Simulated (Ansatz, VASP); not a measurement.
Sn in VASP and in Ansatz

```
Sn
1.0
     0.00000    3.23334    3.23334
     3.23334    0.00000    3.23334
     3.23334    3.23334    0.00000
Sn
2
Direct
  0.75132 0.75902 0.76259
  0.49467 0.50900 0.50001
```

Change from the starting cell: atoms moved at random, drawn with an rms of 0.05 Å.

Alike in both runs: task single point; functional PBEsol; k mesh 7 × 7 × 7; occupations fermi-dirac, width 0.05 eV; no spin polarisation.

```csv
,VASP,Ansatz
version,VASP 6.6.1,Ansatz 0.2.0
potentials or method,"VASP PAW PBE potentials, release 64 (Sn_d), cutoff 520 eV","all-electron LAPW, scalar-relativistic"
```

Ansatz gave:

| Quantity | Value |
| --- | --- |
| gap on the k mesh at the Fermi level (eV) | none |
| pressure (GPa) | 1.7 |
| traceless stress, the component that is largest in VASP (GPa) | -1.43 |
| rms of the force components (eV/Å) | 0.321 |

Question: What did VASP give for the same quantities?

Answer: gap on the k mesh at the Fermi level (eV): none; pressure (GPa): 1.6; traceless stress, the component that is largest in VASP (GPa): -1.42; rms of the force components (eV/Å): 0.321.

VASP's potentials were made for PBE, not for PBEsol. Atom by atom the forces differ by 0.000 eV/Å (rms over components). A gap of «none» marks a metal or a gap that the smearing closes. Ansatz ran all-electron here, and VASP with PAW potentials.
